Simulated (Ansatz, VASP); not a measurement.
**Two plane-wave programs on NaCl**

POSCAR

```
NaCl
1.0
    0.0000000000      2.9190453386      2.8027319622
    2.9190453386      0.0000000000      2.8027319622
    2.9190453386      2.9190453386      0.0000000000
Na Cl
1 1
Direct
    0.0000000000      0.0000000000      0.0000000000
    0.5000000000      0.5000000000      0.5000000000
```

The input INCAR.step1:

```
  PREC = Accurate
  ENCUT = 520
  EDIFF = 1E-5
  ISMEAR = 0
  SIGMA = 0.01
  LREAL = False
  LASPH = True
  NELM = 80
  ALGO = Normal
  ISIF = 2
  LWAVE = True
  LCHARG = False
  NBANDS = 14
  GGA = PE
```

File INCAR.step2:

```
  PREC = Accurate
  ENCUT = 520
  EDIFF = 1E-6
  ISMEAR = 0
  SIGMA = 0.01
  LREAL = False
  LASPH = True
  NELM = 80
  ALGO = Normal
  ISIF = 2
  LWAVE = False
  LCHARG = False
  GGA = PE
  LHFCALC = True
  HFSCREEN = 0.2079
  PRECFOCK = Normal
  NBANDS = 14
  ISTART = 1
```

The input KPOINTS:

```
regular mesh
0
Gamma
  6 6 6
```

Input for Ansatz:

```yaml
crystal:
  lattice:
    - [0.0, 2.9190453386, 2.8027319622]
    - [2.9190453386, 0.0, 2.8027319622]
    - [2.9190453386, 2.9190453386, 0.0]
  atoms:
    - { symbol: Na, position: [0.0, 0.0, 0.0] }
    - { symbol: Cl, position: [0.5, 0.5, 0.5] }
kpoints:
  mp_grid: { grid: [6, 6, 6] }
  band_path:
    path:
      - [0.0, 0.0, 0.0]
      - [0.5, 0.0, 0.5]
      - [0.625, 0.25, 0.625]
      - [0.375, 0.375, 0.75]
      - [0.5, 0.5, 0.5]
      - [0.5, 0.25, 0.75]
    npoints: 1
hamiltonian:
  xc: hse06
scf:
  occupations: { method: fixed }
  n_extra_bands: 4
output:
  forces: true
  stress: true
  eigenvalues: true
```

Change from the starting cell: biaxial_xy strain +4.2%.

Alike in both runs: task single point; functional HSE06; k mesh 6 × 6 × 6; no spin polarisation.

|  | VASP | Ansatz |
| --- | --- | --- |
| version | VASP 6.6.1 | Ansatz 0.2.0 |
| potentials or method | VASP PAW PBE potentials, release 64 (Na_pv, Cl) | plane waves, PAW |
| plane-wave cutoff (eV) | 520 | 420 |
| occupations | gaussian, width 0.01 eV | fixed |
| valence electrons in the cell | 14 | 16 |

VASP gave:

```
gap on the k mesh at the Fermi level (eV)                     : 6.21
pressure (GPa)                                                : -1.1
traceless stress, the component that is largest in VASP (GPa) : 0.82
```

What did Ansatz give for the same quantities?

gap on the k mesh at the Fermi level (eV): 6.22; pressure (GPa): -1.1; traceless stress, the component that is largest in VASP (GPa): 0.80.

VASP's potentials hold 14 valence electrons a cell and Ansatz's 16, so a difference there can come from the potentials and not from the codes. Ansatz's warnings: stress exchange threshold loose, stress scf threshold loose.
